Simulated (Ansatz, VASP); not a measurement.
# W in VASP and in Ansatz

File INCAR:

```
PREC = Accurate
ENCUT = 520
EDIFF = 1E-7
ISMEAR = -1
SIGMA = 0.1
LREAL = F
LASPH = T
NELM = 80
ALGO = Normal
ISIF = 2
LWAVE = F
LCHARG = F
GGA = PS
NBANDS = 28
```

The input KPOINTS:

```
Automatic mesh
0
Gamma
  9 9 14
```

POSCAR

```
W
1.0
    4.5788619373      0.0000000000      0.0000000000
   -2.2894309686      3.9654107581      0.0000000000
    0.0000000000      0.0000000000      2.5484211086
W
3
Direct
    1.0000000000      1.0000000000      0.0000000000
    0.3333333333      0.6666666667      0.5000000000
    0.6666666667      0.3333333333      0.5000000000
```

Input for Ansatz:

```yaml
crystal:
  lattice:
    - [4.5788619373, 0.0, 0.0]
    - [-2.2894309686, 3.9654107581, 0.0]
    - [0.0, 0.0, 2.5484211086]
  atoms:
    - { symbol: W, position: [1.0, 1.0, 0.0] }
    - { symbol: W, position: [0.3333333333, 0.6666666667, 0.5] }
    - { symbol: W, position: [0.6666666667, 0.3333333333, 0.5] }
hamiltonian:
  xc: pbesol
  pseudopotentials:
    kind: paw
    azcp:
      W: "pseudopotentials/W.paw.azcp"
basis:
  ecutwfc: 420
  fft_grid_basis: typed
kpoints:
  mp_grid: { grid: [9, 9, 14], shift: [0, 0, 0] }
magnetization:
  spin_polarized: false
scf:
  occupations: { method: fermi_dirac, width: 0.1 }
  lower_state_search: "off"
output:
  stress: true
  write_density: true
  write_potential: true
  elf: true
  volumetric_format: npy
```

Alike in both runs: task single point; functional PBEsol; k mesh 9 × 9 × 14; occupations fermi-dirac, width 0.1 eV; no spin polarisation.

|  | VASP | Ansatz |
| --- | --- | --- |
| version | VASP 6.6.1 | Ansatz 0.2.0 |
| potentials or method | VASP PAW PBE potentials, release 64 (W_sv), cutoff 520 eV | plane waves (420 eV) with PAW, scalar-relativistic |
| valence electrons in the cell | 42 | 42 |

VASP gave:

```
pressure (GPa)                                                : 14.3
traceless stress, the component that is largest in VASP (GPa) : 0.25
```

Problem. Which values does Ansatz return?

Solution. Pressure (GPa): 13.3; traceless stress, the component that is largest in VASP (GPa): -0.26.

VASP's potentials were made for PBE, not for PBEsol, and Ansatz warns of the same on its side.

Spin-orbit coupling is off throughout.
